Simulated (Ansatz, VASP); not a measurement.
C: VASP beside Ansatz

```xyz
1
Lattice="1.7755 0.0000 0.0000 0.0000 1.7755 0.0000 0.0000 0.0000 1.7755" Properties=species:S:1:pos:R:3 pbc="T T T"
C     0.0000    0.0000    0.0000
```

Alike in both runs: functional revPBE; k mesh 16 × 16 × 16; occupations fermi-dirac, width 0.1 eV; no spin polarisation.

Ansatz relaxed the structure, and its values are those at the end. VASP's run is a single point on that final structure, the one shown.

|  | VASP | Ansatz |
| --- | --- | --- |
| version | VASP 6.6.1 | Ansatz 0.2.0 |
| potentials or method | VASP PAW PBE potentials, release 64 (C), cutoff 600 eV | plane waves (420 eV) with PAW, scalar-relativistic |
| valence electrons in the cell | 4 | 4 |

|  | VASP | Ansatz | Ansatz less VASP |
| --- | --- | --- | --- |
| pressure (GPa) | -0.3 | 0.0 | +0.35 |

VASP's potentials were made for PBE, not for revPBE. With one functional, cell and mesh, what is left measures potentials, basis and numerics.
